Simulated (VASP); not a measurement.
Runs of VASP 6.6.1 on TaSi2. The structure is that of space group P6/mmm (No. 191), or close to it. The cells are those of the table. 

```csv
task,cell,k mesh,cutoff (eV),gap on the mesh (eV),pressure (GPa),relaxed volume (Å³/atom)
relaxation of cell and atoms,"relaxed from a = 3.116, b = 3.116, c = 6.615 Å, angles 90.0, 90.0, 120.0°, 3 atoms",6 × 6 × 4,600,none,0.2,14.65
single point,"a = 4.408, b = 4.408, c = 2.649 Å, angles 90.0, 90.0, 120.0°, 3 atoms",12 × 12 × 18,520,none,0.1,-
relaxation of cell and atoms,"relaxed from a = 4.331, b = 4.331, c = 2.709 Å, angles 90.0, 90.0, 120.0°, 3 atoms",6 × 6 × 6,600,none,-0.2,(a)
single point,"a = 3.116, b = 3.116, c = 6.615 Å, angles 90.0, 90.0, 120.0°, 3 atoms",6 × 6 × 4,520,none,64.4,-
single point,"a = 4.331, b = 4.331, c = 2.709 Å, angles 90.0, 90.0, 120.0°, 3 atoms",6 × 6 × 4,520,none,0.2,-
single point,"a = 4.412, b = 4.412, c = 2.648 Å, angles 90.0, 90.0, 120.0°, 3 atoms",6 × 6 × 6,520,none,0.1,-
```

Alike in all rows: level PBE; potentials or basis VASP PAW PBE potentials, release 64 (Ta_pv, Si); no spin polarisation; smearing gaussian 0.1 eV.

Q: Estimate the missing entries.

A: (a) 14.93.

Caveats: some runs use coarse meshes; spin-orbit coupling is left out, which moves the levels of the heavy elements; the volume moved by over 15 % at a fixed basis, so the end points are rough (some runs).

A k mesh can miss the band edges, and the runs leave out spin-orbit coupling on Ta.

A gap of «none» marks levels without a gap at the run's occupations.
